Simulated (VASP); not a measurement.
Mg: relaxation of shape and atoms at fixed volume with r2SCAN

Mg:

```
CELL_PARAMETERS angstrom
3.22782 0.00000 0.00000
-1.61391 2.79537 0.00000
0.00000 0.00000 5.20422
ATOMIC_POSITIONS crystal
Mg 0.33333 0.66667 0.25000
Mg 0.66667 0.33333 0.75000
```

This cell differs from its parent crystal: volume scaled by 1.040.

| Property | Result |
| --- | --- |
| Program | VASP 6.6.1 |
| Task | relaxation of shape and atoms at fixed volume |
| Functional | r2SCAN |
| Potentials or basis | VASP PAW PBE potentials, release 64 (Mg) |
| Cutoff | 600 eV |
| k mesh | 16 × 16 × 10 |
| Occupations | gaussian, width 0.05 eV |
| Spin | no spin polarisation |
| Dipole correction | no |
| Further INCAR settings | ALGO = Normal; EDIFF = 1e-06; IBRION = 2; EDIFFG = -0.01; NSW = 60; ISIF = 4 |

```yaml
Pressure_after_relaxing: -1.7 GPa
Band_gap_on_the_k_mesh: zero (band 2 reaches 3.54 eV, above the bottom of band 3 at 1.40 eV)
```

Final structure:
```
Mg
1.0
     3.22782    0.00000    0.00000
    -1.61391    2.79537    0.00000
     0.00000    0.00000    5.20422
Mg
2
Direct
  0.33333 0.66667 0.25000
  0.66667 0.33333 0.75000
```

Levels at points of the mesh, in eV from the Fermi level:
| k point | band 1 | band 2 | band 3 | band 4 | band 5 | band 6 |
| --- | --- | --- | --- | --- | --- | --- |
| (0.00, 0.00, 0.00) | -7.31 | -1.85 | -1.15 | 11.47 | 11.47 | 11.56 |
| (0.50, 0.00, 0.00) | -2.37 | -2.23 | 2.77 | 3.10 | 3.54 | 3.97 |
| (0.00, 0.00, 0.50) | -5.84 | -5.84 | 5.41 | 5.41 | 12.23 | 12.23 |
| (0.50, 0.00, 0.50) | -1.25 | -1.25 | -0.43 | -0.43 | 8.43 | 8.43 |

Wall time 5.5 min on 1 thread of Oxide Virtual Turin-like Processor, on a shared host, peak memory 0.2 GiB.

Caveat: the relaxation stopped at its first step, so nothing moved; the PAW data sets were made with another functional, which shifts forces and pressure a little.
